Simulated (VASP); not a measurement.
Here is a VASP 6.6.1 calculation.

INCAR

```
PREC     = Accurate       # precision mode
ENCUT    = 520            # plane-wave cutoff, eV
EDIFF    = 1E-6           # SCF threshold, eV
ISMEAR   = -1             # smearing method
SIGMA    = 0.08           # smearing width, eV
LREAL    = False          # projectors in reciprocal space
LASPH    = True           # aspherical terms in the spheres
NELM     = 100            # most SCF steps
ALGO     = Normal         # electronic algorithm
ISIF     = 2              # what is computed and relaxed
LWAVE    = False          # write WAVECAR
LCHARG   = True           # write CHGCAR
GGA      = PE             # functional
LELF     = True           # ELF
LVHAR    = True         
NBANDS   = 28             # bands
```

File KPOINTS:

```
Automatic mesh
0
Gamma
  10 10 6
```

The input POSCAR:

```
TePb
1.0
    3.0076612224      0.0000000000      0.0000000000
   -1.5038306112      2.6047110246      0.0000000000
    0.0000000000      0.0000000000     10.1589223965
Pb Te
2 2
Direct
    0.0000000000      0.0000000000      0.0000000000
    0.0000000000      0.0000000000      0.5000000000
    0.3333333333      0.6666666667      0.2500000000
    0.6666666667      0.3333333333      0.7500000000
```

Potentials or basis: VASP PAW PBE potentials, release 64 (Pb_d, Te).

Run with:

```console
$ cat potpaw_PBE.64/Pb_d/POTCAR potpaw_PBE.64/Te/POTCAR > POTCAR
$ mpirun -np 1 vasp_std > vasp.out
```

(1) Predict the band gap on the k mesh.

(2) Predict the pressure.

Results:

(1) zero (bands 20 and 21 overlap by 6.79 eV).

(2) 54.0 GPa.

Caveat: the cell stands under pressure; spin-orbit coupling is left out, which moves the levels of the heavy elements.
